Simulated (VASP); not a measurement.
# As (R-3m) in VASP: a series of runs, part 2 of 2

VASP 6.6.1.

**4. Single point, LDA**

This run uses another cell than the first one, of 22.82 Å³/atom, 1.060 times its volume.

Contents of INCAR:

```
SYSTEM = As
PREC = Accurate ; ENCUT = 520
EDIFF = 1E-6 ; ISMEAR = 0
SIGMA = 0.02 ; LREAL = .FALSE.
LASPH = .TRUE. ; NELM = 80
ALGO = Normal ; ISIF = 2
LWAVE = .FALSE. ; LCHARG = .FALSE.
GGA = CA ; NBANDS = 12
```

Contents of KPOINTS:

```
Automatic mesh
0
G
  14 14 14
  0 0 0
```

Contents of POSCAR:

```
As
1.0
    1.9176846343      1.1071757398      3.5829826684
   -1.9176846343      1.1071757398      3.5829826684
    0.0000000000     -2.2143514796      3.5829826684
As
2
Direct
    0.2260000000      0.2260000000      0.2260000000
    0.7740000000      0.7740000000      0.7740000000
```

Potentials or basis: VASP PAW LDA potentials, release 64 (As).

Run with:

```sh
$ cat potpaw_LDA.64/As/POTCAR > POTCAR
$ mpirun -np 1 vasp_std > vasp.out
```

OUTCAR:

```text
SYSTEM = As
   PREC = Accurate
   ENCUT = 520
   EDIFF = 1E-6
   ISMEAR = 0
   LREAL = .FALSE.
   LASPH = .TRUE.
   NELM = 80
   ISIF = 2
   GGA = CA

 ion  position               nearest neighbor table
   1  0.226  0.226  0.226-   2 2.56   2 2.56   2 2.56
   2  0.774  0.774  0.774-   1 2.56   1 2.56   1 2.56

  LATTYP: Found a trigonal (rhomboedric) cell.
 ALAT       =     4.2120205695
 COS(alpha) =     0.5854247172

  Lattice vectors:

 A1 = (   1.9176846343,   1.1071757398,   3.5829826684)
 A2 = (  -1.9176846343,   1.1071757398,   3.5829826684)
 A3 = (   0.0000000000,  -2.2143514796,   3.5829826684)

Analysis of symmetry for initial positions (statically):
=====================================================================
 Subroutine PRICEL returns:
 Original cell was already a primitive cell.

 Routine SETGRP: Setting up the symmetry group for a
 trigonal (rhombohedral) supercell.

 Subroutine GETGRP returns: Found 12 space group operations
 (whereof 12 operations were pure point group operations)
 out of a pool of 12 trial point group operations.

The static configuration has the point symmetry D_3d.

Analysis of symmetry for dynamics (positions and initial velocities):
=====================================================================
 Subroutine PRICEL returns:
 Original cell was already a primitive cell.

 Routine SETGRP: Setting up the symmetry group for a
 trigonal (rhombohedral) supercell.

 Subroutine GETGRP returns: Found 12 space group operations
 (whereof 12 operations were pure point group operations)
 out of a pool of 12 trial point group operations.

The dynamic configuration has the point symmetry D_3d.

 Subroutine INISYM returns: Found 12 space group operations
 (whereof 12 operations are pure point group operations),
 and found     1 'primitive' translations

----------------------------------------------------------------------------------------

                                     Primitive cell

  volume of cell :      45.6446

  direct lattice vectors                    reciprocal lattice vectors
     1.917684634  1.107175740  3.582982668     0.260731087  0.150533164  0.093032360
    -1.917684634  1.107175740  3.582982668    -0.260731087  0.150533164  0.093032360
     0.000000000 -2.214351480  3.582982668     0.000000000 -0.301066327  0.093032360

  length of vectors
     4.212020569  4.212020569  4.212020569     0.315112604  0.315112604  0.315112604

  position of ions in fractional coordinates (direct lattice)
     0.226000000  0.226000000  0.226000000
     0.774000000  0.774000000  0.774000000

  ion indices of the primitive-cell ions
   primitive index   ion index
                 1           1
                 2           2

----------------------------------------------------------------------------------------

 KPOINTS: Automatic mesh

Automatic generation of k-mesh.
 Grid dimensions read from file:
 generate k-points for:   14   14   14

 Generating k-lattice:

  Cartesian coordinates                     Fractional coordinates (reciprocal lattice)
[... 22 lines left out ...]
  0.357143 -0.000000  0.000000      6.000000
[... 16 lines left out ...]
  0.214286  0.142857  0.000000     12.000000
  0.285714  0.142857  0.000000     12.000000
 [... further k-points ...]
   k-points           NKPTS =    288   k-points in BZ     NKDIM =    288   number of bands    NBANDS=     12
   number of dos      NEDOS =    301   number of ions     NIONS =      2
   total plane-waves  NPLWV =  32768
   dimension x,y,z NGX =    32 NGY =   32 NGZ =   32
   dimension x,y,z NGXF=    64 NGYF=   64 NGZF=   64
   ions per type =               2
   NGX,Y,Z   is equivalent  to a cutoff of  12.63, 12.63, 12.63 a.u.
   NGXF,Y,Z  is equivalent  to a cutoff of  25.26, 25.26, 25.26 a.u.
 SYSTEM =  As
   PREC   = accura    normal or accurate (medium, high low for compatibility)
   ISTART =      0    job   : 0-new  1-cont  2-samecut
   ICHARG =      2    charge: 1-file 2-atom 10-const
   ISPIN  =      1    spin polarized calculation?
   LNONCOLLINEAR =      F non collinear calculations
   LSORBIT =      F    spin-orbit coupling
   LASPH  =      T    aspherical Exc in radial PAW
   ENCUT  =  520.0 eV  38.22 Ry    6.18 a.u.   7.83  7.83  7.83*2*pi/ulx,y,z
   NELM   =     80;   NELMIN=  2; NELMDL= -5     # of ELM steps
   EDIFF  = 0.1E-05   stopping-criterion for ELM
   LREAL  =      F    real-space projection
   EDIFFG = 0.1E-04   stopping-criterion for IOM
   NSW    =      0    number of steps for IOM
   IBRION =     -1    ionic relax: 0-MD 1-quasi-New 2-CG
   NFREE  =      0    steps in history (QN), initial steepest desc. (CG)
   ISIF   =      2    stress and relaxation
   ISYM   =      2    0-nonsym 1-usesym 2-fastsym
   POTIM  = 0.5000    time-step for ionic-motion
   TEBEG  =    0.0;   TEEND  =   0.0 temperature during run
   PSTRESS=    0.0 pullay stress
   NELECT =      10.0000    total number of electrons
   NUPDOWN=      -1.0000    fix difference up-down
   EMIN   =  10.00;   EMAX   =-10.00  energy-range for DOS
   EFERMI =   0.00;   METHOD = LEGACY
   ISMEAR =     0;   SIGMA  =   0.02  broadening in eV -4-tet -1-fermi 0-gaus
   EFERMI_NEDOS =   21; number of points for ismear=-14 and -15
   IALGO  =     38    algorithm
   IMIX   =      4    mixing-type and parameters
     AMIX     =   0.40;   BMIX     =  1.00
     AMIX_MAG =   1.60;   BMIX_MAG =  1.00
  volume/ion in A,a.u.               =      22.82       154.01
  Fermi-wavevector in a.u.,A,eV,Ry     =   0.986912  1.864993 13.252000  0.973995
  Thomas-Fermi vector in A             =   2.118327
   LORBIT       =      0    0 simple, 1 ext, 2 COOP (PROOUT), +10 PAW based schemes
   GGA     = CA    functional components
   LHFCALC =     F    Hartree Fock is set to
   AEXX    =    0.0000 exact exchange contribution
   IVDW    =     0    specifies the selected vdW correction
   LEPSILON=     F    determine dielectric tensor
   LRPA    =     F    only Hartree local field effects (RPA)
 non-spin polarized calculation
 Gauss-broadening in eV      SIGMA  =   0.02
  energy-cutoff  :      520.00
  volume of cell :       45.64
 maximum number of plane-waves:      1248
   NGX = 15   NGY = 15   NGZ = 15

 number of electron      10.0000000 magnetization

 Free energy of the ion-electron system (eV)
  ---------------------------------------------------
  ext. energy  EPLUGINS =         0.00000000
  ---------------------------------------------------
  free energy    TOTEN  =       -10.70756287 eV

  energy without entropy =      -10.70752074  energy(sigma->0) =      -10.70754181

 E-fermi :   4.7590     XC(G=0):  -9.9140

 val. band max:        4.7538179265   @ k =   0.4286   0.2857   0.2857
 cond. band min:       4.8113870056   @ k =   0.3571   0.2143   0.2143
 fundamental gap:      0.0575690791
 Fermi energy:         4.7589829123

 k-point     1 :       0.0000    0.0000    0.0000
  band No.  band energies     occupation
      1      -9.7681      2.00000
      2      -1.3478      2.00000
      3       2.5086      2.00000
      4       2.8886      2.00000
      5       2.8886      2.00000
      6       6.3435      0.00000
      7       7.5665      0.00000
      8       7.5665      0.00000
      9      11.7000      0.00000
     10      11.7000      0.00000
     11      12.0994      0.00000
     12      13.3193      0.00000
[... 331 lines left out ...]
 k-point    24 :       0.2857    0.1429    0.0000
  band No.  band energies     occupation
      1      -8.9091      2.00000
      2      -3.3079      2.00000
      3       1.3717      2.00000
      4       1.8321      2.00000
      5       3.6463      2.00000
      6       6.0477      0.00000
      7       7.3268      0.00000
      8       7.7788      0.00000
      9       9.9653      0.00000
     10      12.5976      0.00000
     11      13.4830      0.00000
     12      15.1203      0.00000

 [... further k-points ...]

------------------------ aborting loop because EDIFF is reached ----------------------------------------

  FORCE on cell =-STRESS in cart. coord.  units (eV):
  Direction    XX          YY          ZZ          XY          YZ          ZX
  --------------------------------------------------------------------------------------
  -------------------------------------------------------------------------------------
  Total       -1.4567995     -1.4567995     -1.2158838     -0.0000000     -0.0000000      0.0000000
  in kB      -51.1352824    -51.1352824    -42.6788717     -0.0000000     -0.0000000      0.0000000
  external PRESSURE =     -48.3164789 kB  Pullay stress =       0.0000000 kB

 VOLUME and BASIS-vectors are now :
 -----------------------------------------------------------------------------
  energy-cutoff  :      520.00
  volume of cell :       45.64
      direct lattice vectors                 reciprocal lattice vectors
     1.917684634  1.107175740  3.582982668     0.260731087  0.150533164  0.093032360
    -1.917684634  1.107175740  3.582982668    -0.260731087  0.150533164  0.093032360
     0.000000000 -2.214351480  3.582982668     0.000000000 -0.301066327  0.093032360

 POSITION                                       TOTAL-FORCE (eV/Angst)
 -----------------------------------------------------------------------------------
      0.00000      0.00000      2.42926         0.000000     -0.000000     -0.051690
      0.00000      0.00000      8.31969         0.000000      0.000000      0.051690
 -----------------------------------------------------------------------------------
    total drift:                               -0.000000     -0.000000      0.000000

  FREE ENERGIE OF THE ION-ELECTRON SYSTEM (eV)
  ---------------------------------------------------
  free  energy   TOTEN  =       -10.7075628694 eV

  energy  without entropy=      -10.7075207411  energy(sigma->0) =      -10.70754181
```

It took 30 s on 1 thread of Intel Xeon 6975P-C (Granite Rapids), shared host; peak memory 0.25 GiB.

Results:

| Property | Result |
| --- | --- |
| Free energy | -10.7076 eV |
| Pressure | -4.8 GPa |
| Largest force | 0.052 eV/Å |
| Band gap on the k mesh | zero (band 5 reaches 4.82 eV, above the bottom of band 6 at 4.42 eV) |

Forces in eV/Å, atoms in the order of the input:
```
As   0.000  0.000 -0.052
As   0.000  0.000  0.052
```

**5. The runs side by side**

| cell | gap on the mesh (eV) | pressure (GPa) | largest force (eV/Å) |
| --- | --- | --- | --- |
| a = 4.131 Å, angles 54.2°, 2 atoms | none | -3.3 | 0.46 |
| a = 4.172 Å, angles 54.2°, 2 atoms | none | -3.0 | 0.13 |
| a = 4.212 Å, angles 54.2°, 2 atoms | none | -4.8 | 0.05 |

Alike in all rows: task single point; level LDA; potentials or basis VASP PAW LDA potentials, release 64 (As); no spin polarisation; k mesh 14 × 14 × 14; cutoff (eV) 520; smearing gaussian 0.02 eV.

Absolute energies hang on the potentials; compare differences alone.
